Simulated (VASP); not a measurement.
Wanted: the native input for a VASP 6.6.1 run.

```
Task                   : single point
Functional             : PBE
Potentials or basis    : VASP PAW PBE potentials, release 64 (Ru_pv, Al)
Cutoff                 : 520 eV
k mesh                 : 13 × 13 × 12
Occupations            : fermi-dirac, width 0.08 eV
Spin                   : no spin polarisation
Dipole correction      : no
Further INCAR settings : ALGO = Normal; EDIFF = 1e-07; NBANDS = 16
```

The structure of AlRu (WC type) lies in POSCAR:

```
AlRu
1.0
    2.8934368619      0.0000000000      0.0000000000
   -1.4467184310      2.5057898267      0.0000000000
    0.0000000000      0.0000000000      3.8983662637
Ru Al
1 1
Direct
    0.0000000000      0.0000000000      0.0000000000
    0.3333333333      0.6666666667      0.5000000000
```

One way to write it, as run:

INCAR

```
SYSTEM = AlRu
PREC = Accurate
ENCUT = 520
EDIFF = 1E-7
ISMEAR = -1
SIGMA = 0.08
LREAL = .FALSE.
LASPH = .TRUE.
NELM = 80
ALGO = Normal
ISIF = 2
LWAVE = .FALSE.
LCHARG = .TRUE.
GGA = PE
LELF = .TRUE.
LVHAR = .TRUE.
NBANDS = 16
```

KPOINTS

```
Automatic mesh
0
G
  13 13 12
  0 0 0
```

Potentials or basis: VASP PAW PBE potentials, release 64 (Ru_pv, Al).

Command:

```console
$ cat potpaw_PBE.64/Ru_pv/POTCAR potpaw_PBE.64/Al/POTCAR > POTCAR
$ mpirun -np 1 vasp_std > vasp.out
```

Results of the run:

```yaml
Pressure: 0.0 GPa
```

Wall time 19 s on 1 thread of Intel(R) Xeon(R) 6975P-C (Granite Rapids), with other jobs on the host, peak memory 0.19 GiB.
